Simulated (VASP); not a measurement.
# Li (Im-3m) in VASP: single point with PBE

Aim: the single point of Li with PBE.

Everything below comes from runs of VASP 6.6.1. Logs are shortened: lines on timing, memory, paths and dates and some standing lists are left out, and cuts for length are marked.

## (1) The cell of the first run

Symmetry: Im-3m, No. 229, cubic system. The conventional cell has a = 3.434 Å, b = 3.434 Å, c = 3.434 Å, α = 90.00°, β = 90.00°, γ = 90.00°. Li (site symmetry m-3m) has 14 Li at 2.97 to 3.43 Å within 3.9 Å.

## (2) Single point, PBE

Input file INCAR:

```
PREC     = Accurate       # precision mode
ENCUT    = 520            # plane-wave cutoff, eV
EDIFF    = 1E-7           # SCF threshold, eV
ISMEAR   = 1              # smearing method
SIGMA    = 0.1            # smearing width, eV
LREAL    = F              # projectors in reciprocal space
LASPH    = T              # aspherical terms in the spheres
NELM     = 60             # most SCF steps
ALGO     = Fast           # electronic algorithm
ISIF     = 2              # what is computed and relaxed
LWAVE    = F              # write WAVECAR
LCHARG   = F              # write CHGCAR
GGA      = PE             # functional
NBANDS   = 10             # bands
```

Input file KPOINTS:

```
Automatic mesh
0
Gamma
  20 20 20
```

Input file POSCAR:

```
Li
1.0
    3.4336062743      0.0000000000      0.0000000000
    0.0000000000      3.4336062743      0.0000000000
    0.0000000000      0.0000000000      3.4336062743
Li
2
Direct
    0.0000000000      0.0000000000      0.0000000000
    0.5000000000      0.5000000000      0.5000000000
```

Potentials or basis: VASP PAW PBE potentials, release 64 (Li_sv).

The run is started by

```console
cat potpaw_PBE.64/Li_sv/POTCAR > POTCAR
mpirun -np 1 vasp_std > vasp.out
```

OUTCAR:

```text
PREC = Accurate
   ENCUT = 520
   EDIFF = 1E-7
   ISMEAR = 1
   LREAL = F
   LASPH = T
   NELM = 60
   ISIF = 2
   GGA = PE

 ion  position               nearest neighbor table
   1  0.000  0.000  0.000-
   2  0.500  0.500  0.500-

  LATTYP: Found a simple cubic cell.
 ALAT       =     3.4336062743

  Lattice vectors:

 A1 = (   3.4336062743,   0.0000000000,   0.0000000000)
 A2 = (   0.0000000000,   3.4336062743,   0.0000000000)
 A3 = (   0.0000000000,   0.0000000000,   3.4336062743)

Analysis of symmetry for initial positions (statically):
=====================================================================
 Subroutine PRICEL returns following result:

  LATTYP: Found a body centered cubic cell.
 ALAT       =     3.4336062743

  Lattice vectors:

 A1 = (   1.7168031372,   1.7168031372,  -1.7168031371)
 A2 = (  -1.7168031372,   1.7168031371,   1.7168031371)
 A3 = (   1.7168031372,  -1.7168031371,   1.7168031372)

   2 primitive cells build up your supercell.

 Routine SETGRP: Setting up the symmetry group for a
 simple cubic supercell.

 Subroutine GETGRP returns: Found 48 space group operations
 (whereof 48 operations were pure point group operations)
 out of a pool of 48 trial point group operations.

The static configuration has the point symmetry O_h .

Analysis of symmetry for dynamics (positions and initial velocities):
=====================================================================
 Subroutine PRICEL returns following result:

  LATTYP: Found a body centered cubic cell.
 ALAT       =     3.4336062743

  Lattice vectors:

 A1 = (   1.7168031372,   1.7168031372,  -1.7168031371)
 A2 = (  -1.7168031372,   1.7168031371,   1.7168031371)
 A3 = (   1.7168031372,  -1.7168031371,   1.7168031372)

   2 primitive cells build up your supercell.

 Routine SETGRP: Setting up the symmetry group for a
 simple cubic supercell.

 Subroutine GETGRP returns: Found 48 space group operations
 (whereof 48 operations were pure point group operations)
 out of a pool of 48 trial point group operations.

The dynamic configuration has the point symmetry O_h .

 Subroutine INISYM returns: Found 48 space group operations
 (whereof 48 operations are pure point group operations),
 and found     2 'primitive' translations

----------------------------------------------------------------------------------------

                                     Primitive cell

  volume of cell :      20.2405

  direct lattice vectors                    reciprocal lattice vectors
     1.716803137  1.716803137 -1.716803137     0.291238983  0.291238983  0.000000000
    -1.716803137  1.716803137  1.716803137    -0.000000000  0.291238983  0.291238983
     1.716803137 -1.716803137  1.716803137     0.291238983  0.000000000  0.291238983

  length of vectors
     2.973590260  2.973590260  2.973590260     0.411874120  0.411874120  0.411874120

  position of ions in fractional coordinates (direct lattice)
     0.000000000  0.000000000  0.000000000

  ion indices of the primitive-cell ions
   primitive index   ion index
                 1           1

----------------------------------------------------------------------------------------

 KPOINTS: Automatic mesh

Automatic generation of k-mesh.
 Grid dimensions read from file:
 generate k-points for:   20   20   20

 Generating k-lattice:

  Cartesian coordinates                     Fractional coordinates (reciprocal lattice)
     0.014561949  0.000000000  0.000000000     0.050000000  0.000000000  0.000000000
     0.000000000  0.014561949  0.000000000     0.000000000  0.050000000  0.000000000
     0.000000000  0.000000000  0.014561949     0.000000000  0.000000000  0.050000000

  Length of vectors
     0.014561949  0.014561949  0.014561949

  Shift w.r.t. Gamma in fractional coordinates (k-lattice)
     0.000000000  0.000000000  0.000000000

 Subroutine IBZKPT returns following result:
 ===========================================

 Found    286 irreducible k-points:

 Following reciprocal coordinates:
            Coordinates               Weight
  0.000000  0.000000  0.000000      1.000000
  0.050000  0.000000  0.000000      6.000000
  0.100000  0.000000  0.000000      6.000000
  0.150000  0.000000  0.000000      6.000000
  0.200000  0.000000  0.000000      6.000000
  0.250000  0.000000  0.000000      6.000000
[... 16 lines left out ...]
  0.150000  0.100000  0.000000     24.000000
  0.200000  0.100000  0.000000     24.000000
 [... further k-points ...]
   k-points           NKPTS =    286   k-points in BZ     NKDIM =    286   number of bands    NBANDS=     10
   number of dos      NEDOS =    301   number of ions     NIONS =      2
   total plane-waves  NPLWV =  21952
   dimension x,y,z NGX =    28 NGY =   28 NGZ =   28
   dimension x,y,z NGXF=    56 NGYF=   56 NGZF=   56
   ions per type =               2
   NGX,Y,Z   is equivalent  to a cutoff of  13.56, 13.56, 13.56 a.u.
   NGXF,Y,Z  is equivalent  to a cutoff of  27.11, 27.11, 27.11 a.u.
 SYSTEM =  unknown system
   PREC   = accura    normal or accurate (medium, high low for compatibility)
   ISTART =      0    job   : 0-new  1-cont  2-samecut
   ICHARG =      2    charge: 1-file 2-atom 10-const
   ISPIN  =      1    spin polarized calculation?
   LNONCOLLINEAR =      F non collinear calculations
   LSORBIT =      F    spin-orbit coupling
   LASPH  =      T    aspherical Exc in radial PAW
   ENCUT  =  520.0 eV  38.22 Ry    6.18 a.u.   6.38  6.38  6.38*2*pi/ulx,y,z
   NELM   =     60;   NELMIN=  2; NELMDL= -5     # of ELM steps
   EDIFF  = 0.1E-06   stopping-criterion for ELM
   LREAL  =      F    real-space projection
   EDIFFG = 0.1E-05   stopping-criterion for IOM
   NSW    =      0    number of steps for IOM
   IBRION =     -1    ionic relax: 0-MD 1-quasi-New 2-CG
   NFREE  =      0    steps in history (QN), initial steepest desc. (CG)
   ISIF   =      2    stress and relaxation
   ISYM   =      2    0-nonsym 1-usesym 2-fastsym
   POTIM  = 0.5000    time-step for ionic-motion
   TEBEG  =    0.0;   TEEND  =   0.0 temperature during run
   PSTRESS=    0.0 pullay stress
   NELECT =       6.0000    total number of electrons
   NUPDOWN=      -1.0000    fix difference up-down
   EMIN   =  10.00;   EMAX   =-10.00  energy-range for DOS
   EFERMI =   0.00;   METHOD = LEGACY
   ISMEAR =     1;   SIGMA  =   0.10  broadening in eV -4-tet -1-fermi 0-gaus
   EFERMI_NEDOS =   21; number of points for ismear=-14 and -15
   IALGO  =     68    algorithm
   IMIX   =      4    mixing-type and parameters
     AMIX     =   0.40;   BMIX     =  1.00
     AMIX_MAG =   1.60;   BMIX_MAG =  1.00
  volume/ion in A,a.u.               =      20.24       136.59
  Fermi-wavevector in a.u.,A,eV,Ry     =   0.866379  1.637220 10.212712  0.750613
  Thomas-Fermi vector in A             =   1.984760
   LORBIT       =      0    0 simple, 1 ext, 2 COOP (PROOUT), +10 PAW based schemes
   GGA     = PE    functional components
   LHFCALC =     F    Hartree Fock is set to
   AEXX    =    0.0000 exact exchange contribution
   IVDW    =     0    specifies the selected vdW correction
   LEPSILON=     F    determine dielectric tensor
   LRPA    =     F    only Hartree local field effects (RPA)
 non-spin polarized calculation
 RMM-DIIS sequential band-by-band and
 Methfessel and Paxton  Order N= 1 SIGMA  =   0.10
  energy-cutoff  :      520.00
  volume of cell :       40.48
 maximum number of plane-waves:      1112
 NGX is ok and might be reduce to    28
   NGX = 13   NGY = 13   NGZ = 13

 number of electron       6.0000000 magnetization

 Free energy of the ion-electron system (eV)
  ---------------------------------------------------
  ext. energy  EPLUGINS =         0.00000000
  ---------------------------------------------------
  free energy    TOTEN  =        -3.80834585 eV

  energy without entropy =       -3.80786450  energy(sigma->0) =       -3.80818540

 E-fermi :   0.6513     XC(G=0):  -7.0477

 val. band max:        0.6511319667   @ k =   0.5000   0.4000   0.0000
 cond. band min:       0.6649519517   @ k =   0.4500   0.3000   0.0000
 fundamental gap:      0.0138199851
 Fermi energy:         0.6512547434

 k-point     1 :       0.0000    0.0000    0.0000
  band No.  band energies     occupation
      1     -45.8972      2.00000
      2     -45.8640      2.00000
      3      -2.9330      2.00000
      4       6.1555      0.00000
      5       6.1555      0.00000
      6       6.1555      0.00000
      7       8.4093      0.00000
      8       8.4093      0.00000
      9      14.2556      0.00000
     10      15.2495      0.00000

 k-point     2 :       0.0500    0.0000    0.0000
  band No.  band energies     occupation
      1     -45.8969      2.00000
      2     -45.8643      2.00000
      3      -2.9093      2.00000
      4       5.7699      0.00000
      5       6.1861      0.00000
      6       6.1861      0.00000
      7       8.4412      0.00000
      8       8.8392      0.00000
      9      14.3758      0.00000
     10      15.1223      0.00000

 k-point     3 :       0.1000    0.0000    0.0000
  band No.  band energies     occupation
      1     -45.8962      2.00000
      2     -45.8649      2.00000
      3      -2.8381      2.00000
      4       5.0079      0.00000
      5       6.2780      0.00000
      6       6.2780      0.00000
      7       8.5368      0.00000
      8       9.7268      0.00000
      9      14.7141      0.00000
     10      14.7288      0.00000

 k-point     4 :       0.1500    0.0000    0.0000
  band No.  band energies     occupation
      1     -45.8951      2.00000
      2     -45.8657      2.00000
      3      -2.7196      2.00000
      4       4.1808      0.00000
      5       6.4310      0.00000
      6       6.4310      0.00000
      7       8.6961      0.00000
      8      10.7319      0.00000
      9      14.1440      0.00000
     10      14.2102      0.00000

 k-point     5 :       0.2000    0.0000    0.0000
  band No.  band energies     occupation
      1     -45.8935      2.00000
      2     -45.8668      2.00000
      3      -2.5532      2.00000
      4       3.3687      0.00000
      5       6.6449      0.00000
      6       6.6449      0.00000
      7       8.9192      0.00000
      8      11.6989      0.00000
      9      13.4409      0.00000
     10      13.4425      0.00000

 k-point     6 :       0.2500    0.0000    0.0000
  band No.  band energies     occupation
      1     -45.8916      2.00000
      2     -45.8683      2.00000
      3      -2.3383      2.00000
      4       2.5951     -0.00000
      5       6.9194      0.00000
      6       6.9194      0.00000
      7       9.2061      0.00000
      8      12.4530      0.00000
      9      12.6851      0.00000
     10      12.6853      0.00000
[... 183 lines left out ...]
 k-point    21 :       0.5000    0.0500    0.0000
  band No.  band energies     occupation
      1     -45.8792      2.00000
      2     -45.8792      2.00000
      3      -0.4963      2.00000
      4      -0.4963      2.00000
      5       8.8619      0.00000
      6       8.8620      0.00000
      7       9.2047      0.00000
      8       9.2047      0.00000
      9      11.8981      0.00000
     10      11.8992      0.00000

 k-point    22 :       0.1000    0.1000    0.0000
  band No.  band energies     occupation
      1     -45.8953      2.00000
      2     -45.8655      2.00000
      3      -2.7435      2.00000
      4       4.7620      0.00000
      5       5.5762      0.00000
      6       6.4003      0.00000
      7       9.3331      0.00000
      8      10.3045      0.00000
      9      13.9602      0.00000
     10      14.4091      0.00000

 k-point    23 :       0.1500    0.1000    0.0000
  band No.  band energies     occupation
      1     -45.8942      2.00000
      2     -45.8663      2.00000
      3      -2.6251      2.00000
      4       4.1361      0.00000
      5       5.5523      0.00000
      6       6.5529      0.00000
      7       9.6336      0.00000
      8      11.1539      0.00000
      9      13.2698      0.00000
     10      13.9851      0.00000

 k-point    24 :       0.2000    0.1000    0.0000
  band No.  band energies     occupation
      1     -45.8927      2.00000
      2     -45.8674      2.00000
      3      -2.4588      2.00000
      4       3.3865      0.00000
      5       5.7178      0.00000
      6       6.7664      0.00000
      7       9.8967      0.00000
      8      12.0769      0.00000
      9      12.5031      0.00000
     10      13.3925      0.00000

 [... further k-points ...]

------------------------ aborting loop because EDIFF is reached ----------------------------------------

  FORCE on cell =-STRESS in cart. coord.  units (eV):
  Direction    XX          YY          ZZ          XY          YZ          ZX
  --------------------------------------------------------------------------------------
  -------------------------------------------------------------------------------------
  Total       -0.0144062     -0.0144062     -0.0144062      0.0000000      0.0000000      0.0000000
  in kB       -0.5701756     -0.5701756     -0.5701756      0.0000000      0.0000000      0.0000000
  external PRESSURE =      -0.5701756 kB  Pullay stress =       0.0000000 kB

 VOLUME and BASIS-vectors are now :
 -----------------------------------------------------------------------------
  energy-cutoff  :      520.00
  volume of cell :       40.48
      direct lattice vectors                 reciprocal lattice vectors
     3.433606274  0.000000000  0.000000000     0.291238983  0.000000000  0.000000000
     0.000000000  3.433606274  0.000000000     0.000000000  0.291238983  0.000000000
     0.000000000  0.000000000  3.433606274     0.000000000  0.000000000  0.291238983

 POSITION                                       TOTAL-FORCE (eV/Angst)
 -----------------------------------------------------------------------------------
      0.00000      0.00000      0.00000        -0.000000     -0.000000     -0.000000
      1.71680      1.71680      1.71680         0.000000      0.000000      0.000000
 -----------------------------------------------------------------------------------
    total drift:                                0.000000      0.000000      0.000000

  FREE ENERGIE OF THE ION-ELECTRON SYSTEM (eV)
  ---------------------------------------------------
  free  energy   TOTEN  =        -3.8083458535 eV

  energy  without entropy=       -3.8078644951  energy(sigma->0) =       -3.80818540
```

It took 2.4 min on 1 thread of Intel Xeon Platinum 8488C (Sapphire Rapids), shared host; peak memory 0.21 GiB.

Results:

* Free energy: -3.8083 eV
* Band gap on the k mesh: zero (bands 3 and 4 overlap by 4.53 eV)

Caveat: the cutoff is under 1.25 times the usual one of these potentials, so pressure, stress and relaxed cells hold a basis-set (Pulay) error.
